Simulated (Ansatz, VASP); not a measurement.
# AlN in VASP and in Ansatz

```xyz
2
Lattice="0.0000 2.2277 2.2277 2.2277 0.0000 2.2277 2.2277 2.2277 0.0000" Properties=species:S:1:pos:R:3 pbc="T T T"
Al    0.0000    0.0000    0.0000
N     1.1139    1.1139    1.1139
```

Alike in both runs: task single point; functional r2SCAN; k mesh 8 × 8 × 8; no spin polarisation.

```csv
,VASP,Ansatz
version,VASP 6.6.1,Ansatz 0.2.0
potentials or method,"VASP PAW PBE potentials, release 64 (Al, N)","plane waves, PAW"
plane-wave cutoff (eV),520,500
occupations,"gaussian, width 0.01 eV",fixed
valence electrons in the cell,8,8
```

```csv
,VASP,Ansatz,Ansatz less VASP
gap on the k mesh at the Fermi level (eV),3.89,3.89,+0.005
pressure (GPa),-11.3,-11.0,+0.37
```

VASP's potentials were made for PBE, not for r2SCAN.
